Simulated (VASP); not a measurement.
Wanted: the native input for a VASP 6.6.1 run.

```yaml
Task: single point
Functional: revPBE
Potentials_or_basis: VASP PAW PBE potentials, release 64 (Pd)
Cutoff: 520 eV
k_mesh: 14 × 14 × 13
Occupations: fermi-dirac, width 0.05 eV
Spin: collinear spin
Starting_moments: "[0.5, -0.5] μB"
Dipole_correction: no
Further_INCAR_settings: ALGO = Normal; EDIFF = 1e-07; NBANDS = 21
```

The structure of Pd lies in POSCAR:

```
Pd
1.0
   -3.0091714893      3.4262267366      1.3580643051
    3.4262267366     -3.0091714893      1.3580643051
    1.9364836959      1.9364836959     -0.5942268559
Pd
2
Direct
    0.0079796092      0.9920203908      1.0000000000
    0.7420203908      0.2579796092      0.5000000000
```

The input as run:

INCAR

```
PREC = Accurate
ENCUT = 520
EDIFF = 1E-7
ISMEAR = -1
SIGMA = 0.05
LREAL = F
LASPH = T
NELM = 150
ALGO = Normal
ISIF = 2
LWAVE = F
LCHARG = T
ISPIN = 2
MAGMOM = 0.5 -0.5
LORBIT = 11
LMAXMIX = 4
GGA = RE
LELF = T
LVHAR = T
NBANDS = 21
```

KPOINTS

```
regular mesh
0
Gamma
  14 14 13
```

Potentials or basis: VASP PAW PBE potentials, release 64 (Pd).

Run with:

```bash
$ cat potpaw_PBE.64/Pd/POTCAR > POTCAR
$ mpirun -np 1 vasp_std > vasp.out
```

Results of the run:

```json
{
 "Pressure": "-8.8 GPa",
 "Largest force": "0.058 eV/Å",
 "Band gap on the k mesh": "zero (filled and empty bands overlap)",
 "Net moment": "0.00 μB per cell",
 "Valence electrons inside the program's atomic spheres": "Pd 9.21"
}
```

Caveat: the cell stands under tension; the PAW data sets were made with another functional, which shifts forces and pressure a little.

It took 28 min on 1 thread of Oxide Virtual Turin-like Processor (shared host), peak memory 0.71 GiB.
